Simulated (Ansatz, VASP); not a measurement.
One calculation of ZnF2, two programs

File POSCAR:

```
ZnF2
1.0
    4.8435815706      0.0000000000      0.0000000000
    0.0000000000      4.8435815706      0.0000000000
    0.0000000000      0.0000000000      3.2211708026
Zn F
2 4
Direct
    0.5000000000      0.5000000000      0.5000000000
    0.0000000000      0.0000000000      0.0000000000
    0.6946776813      0.6946776813      0.0000000000
    0.8053223187      0.1946776813      0.5000000000
    0.3053223187      0.3053223187      0.0000000000
    0.1946776813      0.8053223187      0.5000000000
```

File INCAR.step1:

```
SYSTEM = ZnF2
PREC = Accurate
ENCUT = 580
ISMEAR = 0
SIGMA = 0.02
LREAL = .False.
LASPH = .True.
NELM = 120
GGA = PE
ALGO = Normal
EDIFF = 1E-5
LWAVE = .True.
LCHARG = .False.
GGA_COMPAT = .False.
IBRION = 2
EDIFFG = -0.01
NELMIN = 4
NSW = 100
KPAR = 4
```

Contents of INCAR.step2:

```
SYSTEM = ZnF2
PREC = Accurate
ENCUT = 580
EDIFF = 1E-7
ISMEAR = 0
SIGMA = 0.02
LREAL = .False.
LASPH = .True.
NELM = 120
ALGO = Normal
ISIF = 2
LWAVE = .False.
LCHARG = .False.
METAGGA = R2SCAN
LMIXTAU = .True.
IBRION = 2
NSW = 60
EDIFFG = -0.008
ISTART = 1
GGA_COMPAT = .False.
NELMIN = 4
KPAR = 4
```

File KPOINTS:

```
Automatic mesh
0
Gamma
  6 6 8
  0 0 0
```

Input for Ansatz:

```yaml
crystal:
  lattice:
    - [4.8435815706, 0.0, 0.0]
    - [0.0, 4.8435815706, 0.0]
    - [0.0, 0.0, 3.2211708026]
  atoms:
    - { symbol: Zn, position: [0.5, 0.5, 0.5] }
    - { symbol: Zn, position: [0.0, 0.0, 0.0] }
    - { symbol: F, position: [0.6946776813, 0.6946776813, 0.0] }
    - { symbol: F, position: [0.8053223187, 0.1946776813, 0.5] }
    - { symbol: F, position: [0.3053223187, 0.3053223187, 0.0] }
    - { symbol: F, position: [0.1946776813, 0.8053223187, 0.5] }
basis:
  ecutwfc: 500
kpoints:
  mp_grid: { grid: [6, 6, 8] }
hamiltonian:
  xc: r2scan
scf:
  occupations: { method: gaussian, width: 0.02 }
output:
  forces: true
  stress: true
  eigenvalues: true
relax:
  adjacent_minimum: "off"
  f_tol: 0.008
  max_steps: 40
```

Change from the starting cell: equal strain along all axes, cell held, atoms relaxed: +3.0 %.

Alike in both runs: task relaxation of the atoms; functional r2SCAN; k mesh 6 × 6 × 8; occupations gaussian, width 0.02 eV; no spin polarisation.

|  | VASP | Ansatz |
| --- | --- | --- |
| version | VASP 6.6.1 | Ansatz 0.2.0 |
| potentials or method | VASP PAW PBE potentials, release 64 (Zn, F), cutoff 580 eV | scalar-relativistic, plane waves, PAW |
| valence electrons in the cell | 52 | 52 |

Ansatz gave:

| Quantity | Value |
| --- | --- |
| gap on the k mesh at the Fermi level, each at its own relaxed structure (eV) | 4.16 |

Question: Which values does VASP return?

Answer: gap on the k mesh at the Fermi level, each at its own relaxed structure (eV): 4.11.

VASP's potentials were made for PBE, not for r2SCAN. Ansatz's warnings: stress scf threshold loose.
